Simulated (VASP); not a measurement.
Here is a VASP 6.6.1 calculation.

INCAR

```
SYSTEM = BN
PREC     = Accurate       ! precision mode
ENCUT    = 520            ! plane-wave cutoff, eV
EDIFF    = 1E-6           ! SCF threshold, eV
ISMEAR   = 0              ! smearing method
SIGMA    = 0.05           ! smearing width, eV
LREAL    = .FALSE.        ! projectors in reciprocal space
LASPH    = .TRUE.         ! aspherical terms in the spheres
NELM     = 100            ! most SCF steps
ALGO     = Normal         ! electronic algorithm
ISIF     = 2              ! what is computed and relaxed
LWAVE    = .FALSE.        ! write WAVECAR
LCHARG   = .FALSE.        ! write CHGCAR
GGA      = CA             ! functional
NBANDS   = 16             ! bands
```

The input KPOINTS:

```
Automatic mesh
0
G
  12 12 4
  0 0 0
```

POSCAR

```
BN
1.0
    2.3704756016      0.0000000000      0.0000000000
   -1.1852378008      2.0528920900      0.0000000000
    0.0000000000      0.0000000000      6.8141691643
B N
2 2
Direct
    0.3333333333      0.6666666667      0.2500000000
    0.6666666667      0.3333333333      0.7500000000
    0.3333333333      0.6666666667      0.7500000000
    0.6666666667      0.3333333333      0.2500000000
```

Potentials or basis: VASP PAW LDA potentials, release 64 (B, N).

Command:

```sh
$ cat potpaw_LDA.64/B/POTCAR potpaw_LDA.64/N/POTCAR > POTCAR
$ mpirun -np 1 vasp_std > vasp.out
```

Problem. Predict the band gap on the k mesh.

Solution. 4.36 eV, indirect (least direct gap 4.90 eV).

Problem. What does it give for the pressure?

Solution. 43.6 GPa.

Stress tensor (GPa, compression positive):
```
65.93  0.00  0.00
 0.00 65.93  0.00
 0.00  0.00 -1.21
```

 A k mesh can miss the band edges.
